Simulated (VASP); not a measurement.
# Hf (Fm-3m) in VASP: further runs

Hf is run at these levels: PBE; tasks: single point.

Program: VASP 6.6.1. These are calculated values, not measurements. Logs are shortened: lines on timing, memory, paths and dates and some standing lists are left out, and cuts for length are marked.

### 1 The cell of the first run

The structure is cubic, space group Fm-3m (No. 225). The conventional cell has a = 4.516 Å, b = 4.516 Å, c = 4.516 Å, α = 90.00°, β = 90.00°, γ = 90.00°. Hf (site symmetry m-3m) has 12 Hf at 3.19 Å within 4.2 Å.

### 2 Single point, PBE

INCAR reads:

```
ALGO = Normal
EDIFF = 1E-6
ENCUT = 520
GGA = PE
ISIF = 2
ISMEAR = -1
LASPH = True
LCHARG = False
LREAL = False
LWAVE = False
NBANDS = 11
NELM = 60
PREC = Accurate
SIGMA = 0.06122561905347299
```

KPOINTS reads:

```
k-points
0
Gamma
  42 42 42
```

POSCAR reads:

```
Hf
1.0
    0.0000000000      2.2577679358      2.2577679358
    2.2577679358      0.0000000000      2.2577679358
    2.2577679358      2.2577679358      0.0000000000
Hf
1
Direct
    0.0000000000      0.0000000000      0.0000000000
```

Potentials or basis: VASP PAW PBE potentials, release 64 (Hf_pv).

The run is started by

```
> cat potpaw_PBE.64/Hf_pv/POTCAR > POTCAR
> mpirun -np 1 vasp_std > vasp.out
```

OUTCAR:

```text
EDIFF = 1E-6
   ENCUT = 520
   GGA = PE
   ISIF = 2
   ISMEAR = -1
   LASPH = True
   LREAL = False
   NELM = 60
   PREC = Accurate

 ion  position               nearest neighbor table
   1  0.000  0.000  0.000-

  LATTYP: Found a face centered cubic cell.
 ALAT       =     4.5155358716

  Lattice vectors:

 A1 = (   0.0000000000,   2.2577679358,   2.2577679358)
 A2 = (   2.2577679358,   0.0000000000,   2.2577679358)
 A3 = (   2.2577679358,   2.2577679358,   0.0000000000)

Analysis of symmetry for initial positions (statically):
=====================================================================
 Subroutine PRICEL returns:
 Original cell was already a primitive cell.

 Routine SETGRP: Setting up the symmetry group for a
 face centered cubic supercell.

 Subroutine GETGRP returns: Found 48 space group operations
 (whereof 48 operations were pure point group operations)
 out of a pool of 48 trial point group operations.

The static configuration has the point symmetry O_h .

Analysis of symmetry for dynamics (positions and initial velocities):
=====================================================================
 Subroutine PRICEL returns:
 Original cell was already a primitive cell.

 Routine SETGRP: Setting up the symmetry group for a
 face centered cubic supercell.

 Subroutine GETGRP returns: Found 48 space group operations
 (whereof 48 operations were pure point group operations)
 out of a pool of 48 trial point group operations.

The dynamic configuration has the point symmetry O_h .

 Subroutine INISYM returns: Found 48 space group operations
 (whereof 48 operations are pure point group operations),
 and found     1 'primitive' translations

----------------------------------------------------------------------------------------

                                     Primitive cell

  volume of cell :      23.0180

  direct lattice vectors                    reciprocal lattice vectors
     0.000000000  2.257767936  2.257767936    -0.221457658  0.221457658  0.221457658
     2.257767936  0.000000000  2.257767936     0.221457658 -0.221457658  0.221457658
     2.257767936  2.257767936  0.000000000     0.221457658  0.221457658 -0.221457658

  length of vectors
     3.192966035  3.192966035  3.192966035     0.383575916  0.383575916  0.383575916

  position of ions in fractional coordinates (direct lattice)
     0.000000000  0.000000000  0.000000000

  ion indices of the primitive-cell ions
   primitive index   ion index
                 1           1
[... 78 lines left out ...]
   ISIF   =      2    stress and relaxation
   ISYM   =      2    0-nonsym 1-usesym 2-fastsym
   POTIM  = 0.5000    time-step for ionic-motion
   TEBEG  =    0.0;   TEEND  =   0.0 temperature during run
   PSTRESS=    0.0 pullay stress
   NELECT =      10.0000    total number of electrons
   NUPDOWN=      -1.0000    fix difference up-down
   EMIN   =  10.00;   EMAX   =-10.00  energy-range for DOS
   EFERMI =   0.00;   METHOD = LEGACY
   ISMEAR =    -1;   SIGMA  =   0.06  broadening in eV -4-tet -1-fermi 0-gaus
   EFERMI_NEDOS =   21; number of points for ismear=-14 and -15
   IALGO  =     38    algorithm
   IMIX   =      4    mixing-type and parameters
     AMIX     =   0.40;   BMIX     =  1.00
     AMIX_MAG =   1.60;   BMIX_MAG =  1.00
  volume/ion in A,a.u.               =      23.02       155.33
  Fermi-wavevector in a.u.,A,eV,Ry     =   1.239897  2.343065 20.916835  1.537344
  Thomas-Fermi vector in A             =   2.374361
   LORBIT       =      0    0 simple, 1 ext, 2 COOP (PROOUT), +10 PAW based schemes
   GGA     = PE    functional components
   LHFCALC =     F    Hartree Fock is set to
   AEXX    =    0.0000 exact exchange contribution
   IVDW    =     0    specifies the selected vdW correction
   LEPSILON=     F    determine dielectric tensor
   LRPA    =     F    only Hartree local field effects (RPA)
 non-spin polarized calculation
  energy-cutoff  :      520.00
  volume of cell :       23.02
 maximum number of plane-waves:       636
   NGX = 11   NGY = 11   NGZ = 11

 number of electron      10.0000000 magnetization

 number of electron       9.9999999 magnetization

 Free energy of the ion-electron system (eV)
  ---------------------------------------------------
  ext. energy  EPLUGINS =         0.00000000
  ---------------------------------------------------
  free energy    TOTEN  =        -9.85823710 eV

  energy without entropy =       -9.83934898  energy(sigma->0) =       -9.84879304

 E-fermi :   4.5463     XC(G=0): -11.1573

 val. band max:        4.5462800363   @ k =   0.4524   0.0952   0.0476
 cond. band min:       4.5472443278   @ k =  -0.2143   0.0952   0.0238
 fundamental gap:      0.0009642915
 Fermi energy:         4.5463140122

 k-point     1 :       0.0000    0.0000    0.0000
  band No.  band energies     occupation
      1     -25.5754      2.00000
      2     -25.5754      2.00000
      3     -25.5754      2.00000
      4      -2.5674      2.00000
      5       5.9343      0.00000
      6       5.9343      0.00000
      7       5.9343      0.00000
      8       8.6234      0.00000
      9       8.6234      0.00000
     10      15.7648      0.00000
     11      17.5101      0.00000
[... 309 lines left out ...]
 k-point    24 :       0.0476    0.0238    0.0000
  band No.  band energies     occupation
      1     -25.5894      2.00000
      2     -25.5790      2.00000
      3     -25.5779      2.00000
      4      -2.4966      2.00000
      5       5.8541      0.00000
      6       5.9714      0.00000
      7       5.9732      0.00000
      8       8.5373      0.00000
      9       8.6318      0.00000
     10      15.9260      0.00000
     11      17.5098      0.00000

 [... further k-points ...]

------------------------ aborting loop because EDIFF is reached ----------------------------------------

  FORCE on cell =-STRESS in cart. coord.  units (eV):
  Direction    XX          YY          ZZ          XY          YZ          ZX
  --------------------------------------------------------------------------------------
  -------------------------------------------------------------------------------------
  Total       -0.3436276     -0.3436276     -0.3436276     -0.0000000     -0.0000000      0.0000000
  in kB      -23.9183228    -23.9183228    -23.9183228     -0.0000000     -0.0000000      0.0000000
  external PRESSURE =     -23.9183228 kB  Pullay stress =       0.0000000 kB

 VOLUME and BASIS-vectors are now :
 -----------------------------------------------------------------------------
  energy-cutoff  :      520.00
  volume of cell :       23.02
      direct lattice vectors                 reciprocal lattice vectors
     0.000000000  2.257767936  2.257767936    -0.221457658  0.221457658  0.221457658
     2.257767936  0.000000000  2.257767936     0.221457658 -0.221457658  0.221457658
     2.257767936  2.257767936  0.000000000     0.221457658  0.221457658 -0.221457658

 POSITION                                       TOTAL-FORCE (eV/Angst)
 -----------------------------------------------------------------------------------
      0.00000      0.00000      0.00000         0.000000      0.000000      0.000000
 -----------------------------------------------------------------------------------
    total drift:                               -0.000000     -0.000000     -0.000000

  FREE ENERGIE OF THE ION-ELECTRON SYSTEM (eV)
  ---------------------------------------------------
  free  energy   TOTEN  =        -9.8582371050 eV

  energy  without entropy=       -9.8393489828  energy(sigma->0) =       -9.84879304
```

stdout:

```text
POSCAR found type information on POSCAR Hf
 POSCAR found :  1 types and       1 ions
 scaLAPACK will be used
 LDA part: xc-table for (Slater+PW92), standard interpolation
 POSCAR, INCAR and KPOINTS ok, starting setup
 FFT: planning ... GRIDC
 FFT: planning ... GRID_SOFT
 FFT: planning ... GRID
 WAVECAR not read
 entering main loop
```

It took 2.5 min on 1 thread of AMD EPYC 9R45 (Zen 5), shared host; peak memory 0.52 GiB.

Results:

```
Free energy            : -9.8582 eV
Pressure               : -2.4 GPa
Band gap on the k mesh : zero (band 5 reaches 5.93 eV, above the bottom of band 6 at 3.90 eV)
```

Levels at points of the mesh, in eV from the Fermi level:
```
           k point  band 3  band 4  band 5  band 6  band 7  band 8
(0.00, 0.00, 0.00)  -30.12   -7.11    1.39    1.39    1.39    4.08
(0.50, 0.00, 0.00)  -30.22   -3.55    0.49    1.18    1.18    6.11
(0.50, 0.50, 0.00)  -30.39   -3.14   -2.03    2.37    6.12    6.70
```

Caveat: spin-orbit coupling is left out, which moves the levels of the heavy elements.

### 3 Single point, PBE

This run uses another cell than the first one, of 23.47 Å³/atom, 1.020 times its volume.

INCAR reads:

```
SYSTEM = Hf
PREC = Accurate ; ENCUT = 520
EDIFF = 1E-6 ; ISMEAR = -1
SIGMA = 0.06122561905347299 ; LREAL = .FALSE.
LASPH = .TRUE. ; NELM = 60
ALGO = Normal ; ISIF = 2
LWAVE = .FALSE. ; LCHARG = .FALSE.
GGA = PE ; NBANDS = 11
```

KPOINTS reads:

```
Automatic mesh
0
G
  42 42 42
  0 0 0
```

POSCAR reads:

```
Hf
1.0
    0.0000000000      2.2724291774      2.2724291774
    2.2724291774      0.0000000000      2.2724291774
    2.2724291774      2.2724291774      0.0000000000
Hf
1
Direct
    0.0000000000      0.0000000000      0.0000000000
```

Potentials or basis: VASP PAW PBE potentials, release 64 (Hf_pv).

The run is started by

```
> cat potpaw_PBE.64/Hf_pv/POTCAR > POTCAR
> mpirun -np 1 vasp_std > vasp.out
```

Run time: 8.2 min. Hardware: 1 thread of Oxide Virtual Turin-like, shared host; peak memory 0.52 GiB.

The run converged. Its results:

```
Free energy            : -9.8490 eV
Pressure               : -4.2 GPa
Band gap on the k mesh : zero (band 5 reaches 5.79 eV, above the bottom of band 6 at 3.79 eV)
```

Levels at points of the mesh, in eV from the Fermi level:
| k point | band 2 | band 3 | band 4 | band 5 | band 6 | band 7 | band 8 | band 9 |
| --- | --- | --- | --- | --- | --- | --- | --- | --- |
| (0.00, 0.00, 0.00) | -30.19 | -30.19 | -7.05 | 1.38 | 1.38 | 1.38 | 4.00 | 4.00 |
| (0.50, 0.00, 0.00) | -30.29 | -30.29 | -3.50 | 0.44 | 1.18 | 1.18 | 5.98 | 5.98 |
| (0.50, 0.50, 0.00) | -30.44 | -30.44 | -3.06 | -1.96 | 2.28 | 5.99 | 6.55 | 6.55 |

Caveat: spin-orbit coupling is left out, which moves the levels of the heavy elements.

### 4 Single point, PBE

This run uses another cell than the first one, of 23.92 Å³/atom, 1.039 times its volume.

INCAR reads:

```
  PREC = Accurate
  ENCUT = 520
  EDIFF = 1E-6
  ISMEAR = -1
  SIGMA = 0.06122561905347299
  LREAL = F
  LASPH = T
  NELM = 100
  ALGO = Normal
  ISIF = 2
  LWAVE = F
  LCHARG = F
  GGA = PE
  NBANDS = 11
```

KPOINTS reads:

```
Automatic mesh
0
Gamma
  42 42 42
```

POSCAR reads:

```
Hf
1.0
    0.0000000000      2.2869036388      2.2869036388
    2.2869036388      0.0000000000      2.2869036388
    2.2869036388      2.2869036388      0.0000000000
Hf
1
Direct
    0.0000000000      0.0000000000      0.0000000000
```

The run is started by

```
> cat potpaw_PBE.64/Hf_pv/POTCAR > POTCAR
> mpirun -np 1 vasp_std > vasp.out
```

Run time: 8.1 min. Hardware: 1 thread of Oxide Virtual Turin-like, shared host; peak memory 0.53 GiB.

It converged, with:

```yaml
Free_energy: -9.8350 eV
Pressure: -5.8 GPa
Band_gap_on_the_k_mesh: zero (band 5 reaches 5.65 eV, above the bottom of band 6 at 3.69 eV)
```

Levels at points of the mesh, in eV from the Fermi level:
| k point | band 1 | band 2 | band 3 | band 4 | band 5 | band 6 | band 7 | band 8 | band 9 | band 10 |
| --- | --- | --- | --- | --- | --- | --- | --- | --- | --- | --- |
| (0.00, 0.00, 0.00) | -30.27 | -30.27 | -30.27 | -6.98 | 1.37 | 1.37 | 1.37 | 3.92 | 3.92 | 11.09 |
| (0.50, 0.00, 0.00) | -30.91 | -30.35 | -30.35 | -3.45 | 0.38 | 1.17 | 1.17 | 5.85 | 5.85 | 8.56 |
| (0.50, 0.50, 0.00) | -30.87 | -30.50 | -30.50 | -2.99 | -1.90 | 2.19 | 5.86 | 6.41 | 6.41 | 9.35 |

Caveat: spin-orbit coupling is left out, which moves the levels of the heavy elements.

### 5 Summary

| cell | gap on the mesh (eV) | pressure (GPa) |
| --- | --- | --- |
| a = 3.193 Å, angles 60.0°, 1 atom | none | -2.4 |
| a = 3.214 Å, angles 60.0°, 1 atom | none | -4.2 |
| a = 3.234 Å, angles 60.0°, 1 atom | none | -5.8 |

Alike in all rows: task single point; level PBE; potentials or basis VASP PAW PBE potentials, release 64 (Hf_pv); no spin polarisation; k mesh 42 × 42 × 42; cutoff (eV) 520; smearing fermi-dirac 0.0612256 eV.

Caveats: spin-orbit coupling is left out, which moves the levels of the heavy elements.

Absolute energies hang on the potentials; compare differences alone.
